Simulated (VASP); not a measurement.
# TiO2 (Pbcn) in VASP: further runs

TiO2 is run at these levels: PBEsol, BLYP; tasks: single point.

Everything below comes from runs of VASP 6.6.1. Logs are shortened: lines on timing, memory, paths and dates and some standing lists are left out, and cuts for length are marked.

**1. The cell of the first run**

The structure is orthorhombic, space group Pbcn (No. 60). Conventional cell: a = 4.545 Å, b = 5.520 Å, c = 4.909 Å, α = 90.00°, β = 90.00°, γ = 90.00°. Within 2.5 Å of Ti (site symmetry 2) lie 6 O at 1.88 to 2.09 Å. Within 2.5 Å of O (site symmetry 1) lie 3 Ti at 1.88 to 2.09 Å.

**2. Single point, PBEsol**

The input, INCAR:

```
SYSTEM = TiO2
PREC = Accurate
ENCUT = 520
EDIFF = 1E-6
ISMEAR = -1
SIGMA = 0.05
LREAL = .False.
LASPH = .True.
NELM = 100
ALGO = Normal
ISIF = 2
LWAVE = .False.
LCHARG = .False.
GGA = PS
NBANDS = 60
```

The input, KPOINTS:

```
regular mesh
0
Gamma
  6 5 6
  0 0 0
```

The input, POSCAR:

```
TiO2
1.0
    4.5453495500      0.0000000000      0.0000000000
    0.0000000000      5.5196194400      0.0000000000
    0.0000000000      0.0000000000      4.9091968600
Ti O
4 8
Direct
    0.0000000000      0.1729909300      0.7500000000
    0.5000000000      0.3270090700      0.2500000000
    0.0000000000      0.8270090700      0.2500000000
    0.5000000000      0.6729909300      0.7500000000
    0.2714506200      0.3817246400      0.9186490800
    0.7714506200      0.1182753600      0.0813509200
    0.2285493800      0.1182753600      0.4186490800
    0.7285493800      0.3817246400      0.5813509200
    0.2714506200      0.6182753600      0.4186490800
    0.7714506200      0.8817246400      0.5813509200
    0.2285493800      0.8817246400      0.9186490800
    0.7285493800      0.6182753600      0.0813509200
```

Potentials or basis: VASP PAW PBE potentials, release 64 (Ti_sv, O).

Started as:

```bash
$ cat potpaw_PBE.64/Ti_sv/POTCAR potpaw_PBE.64/O/POTCAR > POTCAR
$ mpirun -np 1 vasp_std > vasp.out
```

OUTCAR:

```text
SYSTEM = TiO2
   PREC = Accurate
   ENCUT = 520
   EDIFF = 1E-6
   ISMEAR = -1
   LREAL = .False.
   LASPH = .True.
   NELM = 100
   ISIF = 2
   GGA = PS

 ion  position               nearest neighbor table
   1  0.000  0.173  0.750-   5 1.88   8 1.88   7 1.95   6 1.95  10 2.09  11 2.09
   2  0.500  0.327  0.250-   6 1.88   7 1.88   5 1.95   8 1.95   9 2.09  12 2.09
   3  0.000  0.827  0.250-   9 1.88  12 1.88  11 1.95  10 1.95   6 2.09   7 2.09
   4  0.500  0.673  0.750-  10 1.88  11 1.88   9 1.95  12 1.95   5 2.09   8 2.09
   5  0.271  0.382  0.919-   1 1.88   2 1.95   4 2.09
   6  0.771  0.118  0.081-   2 1.88   1 1.95   3 2.09
   7  0.229  0.118  0.419-   2 1.88   1 1.95   3 2.09
   8  0.729  0.382  0.581-   1 1.88   2 1.95   4 2.09
   9  0.271  0.618  0.419-   3 1.88   4 1.95   2 2.09
  10  0.771  0.882  0.581-   4 1.88   3 1.95   1 2.09
  11  0.229  0.882  0.919-   4 1.88   3 1.95   1 2.09
  12  0.729  0.618  0.081-   3 1.88   4 1.95   2 2.09

  LATTYP: Found a simple orthorhombic cell.
 ALAT       =     4.5453495500
 B/A-ratio  =     1.0800482572
 C/A-ratio  =     1.2143443269

  Lattice vectors:

 A1 = (  -4.5453495500,   0.0000000000,   0.0000000000)
 A2 = (   0.0000000000,   0.0000000000,   4.9091968600)
 A3 = (   0.0000000000,   5.5196194400,   0.0000000000)

Analysis of symmetry for initial positions (statically):
=====================================================================
 Subroutine PRICEL returns:
 Original cell was already a primitive cell.

 Routine SETGRP: Setting up the symmetry group for a
 simple orthorhombic supercell.

 Subroutine GETGRP returns: Found  8 space group operations
 (whereof  2 operations were pure point group operations)
 out of a pool of  8 trial point group operations.

The static configuration has the point symmetry S_2 .
 The point group associated with its full space group is D_2h.

Analysis of symmetry for dynamics (positions and initial velocities):
=====================================================================
 Subroutine PRICEL returns:
 Original cell was already a primitive cell.

 Routine SETGRP: Setting up the symmetry group for a
 simple orthorhombic supercell.

 Subroutine GETGRP returns: Found  8 space group operations
 (whereof  2 operations were pure point group operations)
 out of a pool of  8 trial point group operations.

The dynamic configuration has the point symmetry S_2 .
 The point group associated with its full space group is D_2h.

 Subroutine INISYM returns: Found  8 space group operations
 (whereof  2 operations are pure point group operations),
 and found     1 'primitive' translations

----------------------------------------------------------------------------------------

                                     Primitive cell

  volume of cell :     123.1649

  direct lattice vectors                    reciprocal lattice vectors
     4.545349550  0.000000000  0.000000000     0.220005082  0.000000000  0.000000000
     0.000000000  5.519619440  0.000000000     0.000000000  0.181171911  0.000000000
     0.000000000  0.000000000  4.909196860     0.000000000  0.000000000  0.203699307

  length of vectors
     4.545349550  5.519619440  4.909196860     0.220005082  0.181171911  0.203699307

  position of ions in fractional coordinates (direct lattice)
     0.000000000  0.172990930  0.750000000
     0.500000000  0.327009070  0.250000000
     0.000000000  0.827009070  0.250000000
     0.500000000  0.672990930  0.750000000
     0.271450620  0.381724640  0.918649080
     0.771450620  0.118275360  0.081350920
     0.228549380  0.118275360  0.418649080
     0.728549380  0.381724640  0.581350920
     0.271450620  0.618275360  0.418649080
     0.771450620  0.881724640  0.581350920
     0.228549380  0.881724640  0.918649080
     0.728549380  0.618275360  0.081350920

  ion indices of the primitive-cell ions
   primitive index   ion index
                 1           1
                 2           2
                 3           3
                 4           4
                 5           5
                 6           6
                 7           7
                 8           8
                 9           9
                10          10
                11          11
                12          12

----------------------------------------------------------------------------------------

 KPOINTS: regular mesh

Automatic generation of k-mesh.
 Grid dimensions read from file:
 generate k-points for:    6    5    6

 Generating k-lattice:

  Cartesian coordinates                     Fractional coordinates (reciprocal lattice)
     0.036667514  0.000000000  0.000000000     0.166666667  0.000000000  0.000000000
     0.000000000  0.036234382  0.000000000     0.000000000  0.200000000  0.000000000
     0.000000000  0.000000000  0.033949885     0.000000000  0.000000000  0.166666667

  Length of vectors
     0.036667514  0.036234382  0.033949885

  Shift w.r.t. Gamma in fractional coordinates (k-lattice)
     0.000000000  0.000000000  0.000000000

 Subroutine IBZKPT returns following result:
 ===========================================

 Found     48 irreducible k-points:

 Following reciprocal coordinates:
            Coordinates               Weight
  0.000000  0.000000  0.000000      1.000000
  0.166667  0.000000  0.000000      2.000000
  0.333333  0.000000  0.000000      2.000000
  0.500000  0.000000  0.000000      1.000000
  0.000000  0.200000  0.000000      2.000000
  0.166667  0.200000  0.000000      4.000000
[... 16 lines left out ...]
  0.333333  0.400000  0.166667      8.000000
  0.500000  0.400000  0.166667      4.000000
 [... further k-points ...]
   k-points           NKPTS =     48   k-points in BZ     NKDIM =     48   number of bands    NBANDS=     60
   number of dos      NEDOS =    301   number of ions     NIONS =     12
   total plane-waves  NPLWV =  60480
   dimension x,y,z NGX =    36 NGY =   42 NGZ =   40
   dimension x,y,z NGXF=    72 NGYF=   84 NGZF=   80
   ions per type =               4   8
   NGX,Y,Z   is equivalent  to a cutoff of  13.17, 12.65, 13.55 a.u.
   NGXF,Y,Z  is equivalent  to a cutoff of  26.33, 25.30, 27.09 a.u.
 SYSTEM =  TiO2
   PREC   = accura    normal or accurate (medium, high low for compatibility)
   ISTART =      0    job   : 0-new  1-cont  2-samecut
   ICHARG =      2    charge: 1-file 2-atom 10-const
   ISPIN  =      1    spin polarized calculation?
   LNONCOLLINEAR =      F non collinear calculations
   LSORBIT =      F    spin-orbit coupling
   LASPH  =      T    aspherical Exc in radial PAW
   ENCUT  =  520.0 eV  38.22 Ry    6.18 a.u.   8.45 10.26  9.13*2*pi/ulx,y,z
   NELM   =    100;   NELMIN=  2; NELMDL= -5     # of ELM steps
   EDIFF  = 0.1E-05   stopping-criterion for ELM
   LREAL  =      F    real-space projection
   EDIFFG = 0.1E-04   stopping-criterion for IOM
   NSW    =      0    number of steps for IOM
   IBRION =     -1    ionic relax: 0-MD 1-quasi-New 2-CG
   NFREE  =      0    steps in history (QN), initial steepest desc. (CG)
   ISIF   =      2    stress and relaxation
   ISYM   =      2    0-nonsym 1-usesym 2-fastsym
   POTIM  = 0.5000    time-step for ionic-motion
   TEBEG  =    0.0;   TEEND  =   0.0 temperature during run
   PSTRESS=    0.0 pullay stress
   NELECT =      96.0000    total number of electrons
   NUPDOWN=      -1.0000    fix difference up-down
   EMIN   =  10.00;   EMAX   =-10.00  energy-range for DOS
   EFERMI =   0.00;   METHOD = LEGACY
   ISMEAR =    -1;   SIGMA  =   0.05  broadening in eV -4-tet -1-fermi 0-gaus
   EFERMI_NEDOS =   21; number of points for ismear=-14 and -15
   IALGO  =     38    algorithm
   IMIX   =      4    mixing-type and parameters
     AMIX     =   0.40;   BMIX     =  1.00
     AMIX_MAG =   1.60;   BMIX_MAG =  1.00
  volume/ion in A,a.u.               =      10.26        69.26
  Fermi-wavevector in a.u.,A,eV,Ry     =   1.506617  2.847094 30.883806  2.269896
  Thomas-Fermi vector in A             =   2.617311
   LORBIT       =      0    0 simple, 1 ext, 2 COOP (PROOUT), +10 PAW based schemes
   GGA     = PS    functional components
   LHFCALC =     F    Hartree Fock is set to
   AEXX    =    0.0000 exact exchange contribution
   IVDW    =     0    specifies the selected vdW correction
   LEPSILON=     F    determine dielectric tensor
   LRPA    =     F    only Hartree local field effects (RPA)
 non-spin polarized calculation
  energy-cutoff  :      520.00
  volume of cell :      123.16
 maximum number of plane-waves:      3342
 NGX is ok and might be reduce to    36
   NGX = 17   NGY = 21   NGZ = 19

 number of electron      96.0000013 magnetization

 Free energy of the ion-electron system (eV)
  ---------------------------------------------------
  ext. energy  EPLUGINS =         0.00000000
  ---------------------------------------------------
  free energy    TOTEN  =      -112.27314714 eV

  energy without entropy =     -112.27314714  energy(sigma->0) =     -112.27314714

 E-fermi :   5.5763     XC(G=0): -11.8143

 val. band max:        4.5201052864   @ k =   0.0000   0.0000   0.0000
 cond. band min:       7.0829190155   @ k =   0.0000   0.0000   0.5000
 fundamental gap:      2.5628137291
 Fermi energy:         5.5763454526

 k-point     1 :       0.0000    0.0000    0.0000
  band No.  band energies     occupation
      1     -51.6648      2.00000
      2     -51.6421      2.00000
      3     -51.6338      2.00000
      4     -51.6280      2.00000
      5     -28.2226      2.00000
      6     -28.1393      2.00000
[... 52 lines left out ...]
     59       8.9171      0.00000
     60       9.2014      0.00000

 k-point     2 :       0.1667    0.0000    0.0000
  band No.  band energies     occupation
      1     -51.6632      2.00000
      2     -51.6436      2.00000
      3     -51.6334      2.00000
      4     -51.6284      2.00000
      5     -28.2116      2.00000
      6     -28.1332      2.00000
[... 1375 lines left out ...]
     59       8.6862      0.00000
     60       8.8007      0.00000

 k-point    24 :       0.5000    0.4000    0.1667
  band No.  band energies     occupation
      1     -51.6517      2.00000
      2     -51.6517      2.00000
      3     -51.6325      2.00000
      4     -51.6325      2.00000
      5     -28.1696      2.00000
      6     -28.1696      2.00000
[... 52 lines left out ...]
     59       8.5878      0.00000
     60       8.5878      0.00000

 [... further k-points ...]
[... 5 lines left out ...]
  --------------------------------------------------------------------------------------
  -------------------------------------------------------------------------------------
  Total       -1.6823673     -1.7463948     -2.0677938      0.0000000      0.0000000      0.0000000
  in kB      -21.8848983    -22.7177926    -26.8986787      0.0000000      0.0000000      0.0000000
  external PRESSURE =     -23.8337899 kB  Pullay stress =       0.0000000 kB

 VOLUME and BASIS-vectors are now :
 -----------------------------------------------------------------------------
  energy-cutoff  :      520.00
  volume of cell :      123.16
      direct lattice vectors                 reciprocal lattice vectors
     4.545349550  0.000000000  0.000000000     0.220005082  0.000000000  0.000000000
     0.000000000  5.519619440  0.000000000     0.000000000  0.181171911  0.000000000
     0.000000000  0.000000000  4.909196860     0.000000000  0.000000000  0.203699307

 POSITION                                       TOTAL-FORCE (eV/Angst)
 -----------------------------------------------------------------------------------
      0.00000      0.95484      3.68190        -0.000000      0.054238     -0.000000
      2.27267      1.80497      1.22730         0.000000     -0.054238     -0.000000
      0.00000      4.56478      1.22730         0.000000     -0.054238     -0.000000
      2.27267      3.71465      3.68190        -0.000000      0.054238     -0.000000
      1.23384      2.10697      4.50983         0.006491     -0.047526     -0.000847
      3.50651      0.65283      0.39937         0.006491      0.047526      0.000847
      1.03884      0.65283      2.05523        -0.006491      0.047526     -0.000847
      3.31151      2.10697      2.85397        -0.006491     -0.047526      0.000847
      1.23384      3.41264      2.05523         0.006491      0.047526     -0.000847
      3.50651      4.86678      2.85397         0.006491     -0.047526      0.000847
      1.03884      4.86678      4.50983        -0.006491     -0.047526     -0.000847
      3.31151      3.41264      0.39937        -0.006491      0.047526      0.000847
 -----------------------------------------------------------------------------------
    total drift:                                0.000000      0.000000      0.000000

  FREE ENERGIE OF THE ION-ELECTRON SYSTEM (eV)
  ---------------------------------------------------
  free  energy   TOTEN  =      -112.2731471406 eV

  energy  without entropy=     -112.2731471406  energy(sigma->0) =     -112.27314714
```

Run time: 7.3 min. Hardware: 1 thread of Oxide Virtual Turin-like, shared host; peak memory 0.35 GiB.

Results:

| Property | Result |
| --- | --- |
| Free energy | -112.2731 eV |
| Pressure | -2.4 GPa |
| Largest force | 0.054 eV/Å |
| Band gap on the k mesh | 2.56 eV, indirect (least direct gap 2.63 eV) |

Forces in eV/Å, atoms in the order of the input:
```
Ti   0.000  0.054  0.000
Ti   0.000 -0.054  0.000
Ti   0.000 -0.054  0.000
Ti   0.000  0.054  0.000
O    0.006 -0.048 -0.001
O    0.006  0.048  0.001
O   -0.006  0.048 -0.001
O   -0.006 -0.048  0.001
O    0.006  0.048 -0.001
O    0.006 -0.048  0.001
O   -0.006 -0.048 -0.001
O   -0.006  0.048  0.001
```

Caveat: the PAW data sets were made with another functional, which shifts forces and pressure a little. A k mesh can miss the band edges.

**3. Single point, BLYP**

The input, INCAR:

```
SYSTEM = TiO2
AGGAC = 1.0
AGGAX = 1.0
ALDAC = 0.0
ALDAX = 1.0
ALGO = Normal
EDIFF = 1E-6
ENCUT = 520
GGA = B5
ISIF = 2
ISMEAR = -1
LASPH = .True.
LCHARG = .True.
LELF = .True.
LREAL = .False.
LVHAR = .True.
LWAVE = .False.
NBANDS = 60
NELM = 100
PREC = Accurate
SIGMA = 0.05
```

The input, KPOINTS:

```
k-points
0
Gamma
  6 5 6
  0 0 0
```

POSCAR is that of step 2.

Potentials or basis: VASP PAW PBE potentials, release 64 (Ti_sv, O).

Started as:

```bash
$ cat potpaw_PBE.64/Ti_sv/POTCAR potpaw_PBE.64/O/POTCAR > POTCAR
$ mpirun -np 1 vasp_std > vasp.out
```

OUTCAR:

```text
SYSTEM = TiO2
   EDIFF = 1E-6
   ENCUT = 520
   GGA = B5
   ISIF = 2
   ISMEAR = -1
   LASPH = .True.
   LREAL = .False.
   NELM = 100
   PREC = Accurate

 ion  position               nearest neighbor table
   1  0.000  0.173  0.750-   5 1.88   8 1.88   7 1.95   6 1.95  10 2.09  11 2.09
   2  0.500  0.327  0.250-   6 1.88   7 1.88   5 1.95   8 1.95   9 2.09  12 2.09
   3  0.000  0.827  0.250-   9 1.88  12 1.88  11 1.95  10 1.95   6 2.09   7 2.09
   4  0.500  0.673  0.750-  10 1.88  11 1.88   9 1.95  12 1.95   5 2.09   8 2.09
   5  0.271  0.382  0.919-   1 1.88   2 1.95   4 2.09
   6  0.771  0.118  0.081-   2 1.88   1 1.95   3 2.09
[... 1746 lines left out ...]
 -----------------------------------------------------------------------------
  energy-cutoff  :      520.00
  volume of cell :      123.16
      direct lattice vectors                 reciprocal lattice vectors
     4.545349550  0.000000000  0.000000000     0.220005082  0.000000000  0.000000000
     0.000000000  5.519619440  0.000000000     0.000000000  0.181171911  0.000000000
     0.000000000  0.000000000  4.909196860     0.000000000  0.000000000  0.203699307

 POSITION                                       TOTAL-FORCE (eV/Angst)
 -----------------------------------------------------------------------------------
      0.00000      0.95484      3.68190        -0.000000      0.061290     -0.000000
      2.27267      1.80497      1.22730         0.000000     -0.061290     -0.000000
      0.00000      4.56478      1.22730         0.000000     -0.061290      0.000000
      2.27267      3.71465      3.68190        -0.000000      0.061290      0.000000
      1.23384      2.10697      4.50983        -0.074428      0.029224     -0.016736
      3.50651      0.65283      0.39937        -0.074428     -0.029224      0.016736
      1.03884      0.65283      2.05523         0.074428     -0.029224     -0.016736
      3.31151      2.10697      2.85397         0.074428      0.029224      0.016736
      1.23384      3.41264      2.05523        -0.074428     -0.029224     -0.016736
      3.50651      4.86678      2.85397        -0.074428      0.029224      0.016736
      1.03884      4.86678      4.50983         0.074428      0.029224     -0.016736
      3.31151      3.41264      0.39937         0.074428     -0.029224      0.016736
 -----------------------------------------------------------------------------------
    total drift:                                0.000000      0.000000      0.000000

  FREE ENERGIE OF THE ION-ELECTRON SYSTEM (eV)
  ---------------------------------------------------
  free  energy   TOTEN  =      -102.8874713324 eV

  energy  without entropy=     -102.8874713324  energy(sigma->0) =     -102.88747133
```

OSZICAR:

```text
N       E                     dE             d eps       ncg     rms          rms(c)
DAV:   1     0.154008332987E+04    0.15401E+04   -0.47744E+04  5760   0.193E+03
DAV:   2     0.187197833189E+03   -0.13529E+04   -0.12794E+04  5852   0.598E+02
DAV:   3    -0.117182108534E+03   -0.30438E+03   -0.29389E+03  7296   0.246E+02
DAV:   4    -0.139462986288E+03   -0.22281E+02   -0.22225E+02  8440   0.728E+01
DAV:   5    -0.140767056627E+03   -0.13041E+01   -0.13035E+01  8788   0.142E+01    0.455E+01
DAV:   6    -0.104330657832E+03    0.36436E+02   -0.23192E+02  7876   0.102E+02    0.182E+01
DAV:   7    -0.103531829051E+03    0.79883E+00   -0.39035E+01  7580   0.367E+01    0.117E+01
DAV:   8    -0.103026174836E+03    0.50565E+00   -0.66898E+00  7360   0.180E+01    0.499E+00
DAV:   9    -0.102877333986E+03    0.14884E+00   -0.13326E+00  8708   0.718E+00    0.154E+00
DAV:  10    -0.102890155706E+03   -0.12822E-01   -0.11797E-01  6772   0.229E+00    0.468E-01
DAV:  11    -0.102887415732E+03    0.27400E-02   -0.16329E-02  6724   0.642E-01    0.110E-01
DAV:  12    -0.102887517110E+03   -0.10138E-03   -0.12261E-03  6664   0.210E-01    0.757E-02
DAV:  13    -0.102887470822E+03    0.46289E-04   -0.36441E-04  7644   0.124E-01    0.989E-03
DAV:  14    -0.102887471870E+03   -0.10487E-05   -0.16415E-05  7336   0.222E-02    0.728E-03
DAV:  15    -0.102887471332E+03    0.53798E-06   -0.55743E-06  5860   0.189E-02
   1 F= -.10288747E+03 E0= -.10288747E+03  d E =-.317693E-11
```

Wall time 8.6 min (1 thread of Oxide Virtual Turin-like, shared host); peak memory 0.34 GiB.

Results:

```yaml
Free_energy: -102.8875 eV
Pressure: 11.0 GPa
Largest_force: 0.082 eV/Å
Band_gap_on_the_k_mesh: 2.60 eV, indirect (least direct gap 2.63 eV)
```

Forces in eV/Å, atoms in the order of the input:
```
Ti   0.000  0.061  0.000
Ti   0.000 -0.061  0.000
Ti   0.000 -0.061  0.000
Ti   0.000  0.061  0.000
O   -0.074  0.029 -0.017
O   -0.074 -0.029  0.017
O    0.074 -0.029 -0.017
O    0.074  0.029  0.017
O   -0.074 -0.029 -0.017
O   -0.074  0.029  0.017
O    0.074  0.029 -0.017
O    0.074 -0.029  0.017
```

Levels at points of the mesh, in eV from the valence-band top:
| k point | band 44 | band 45 | band 46 | band 47 | band 48 | band 49 | band 50 | band 51 | band 52 | band 53 |
| --- | --- | --- | --- | --- | --- | --- | --- | --- | --- | --- |
| (0.00, 0.00, 0.00) | -0.54 | -0.53 | -0.43 | -0.03 | 0.00 | 2.63 | 2.64 | 2.77 | 2.80 | 2.80 |
| (0.50, 0.00, 0.00) | -1.27 | -0.50 | -0.50 | -0.26 | -0.26 | 3.06 | 3.06 | 3.19 | 3.19 | 3.50 |
| (0.00, 0.00, 0.50) | -1.04 | -0.44 | -0.44 | -0.30 | -0.30 | 2.59 | 2.59 | 2.98 | 2.98 | 3.48 |
| (0.50, 0.00, 0.50) | -1.26 | -0.49 | -0.49 | -0.49 | -0.49 | 2.94 | 2.94 | 2.94 | 2.94 | 3.49 |

Caveat: the PAW data sets were made with another functional, which shifts forces and pressure a little.
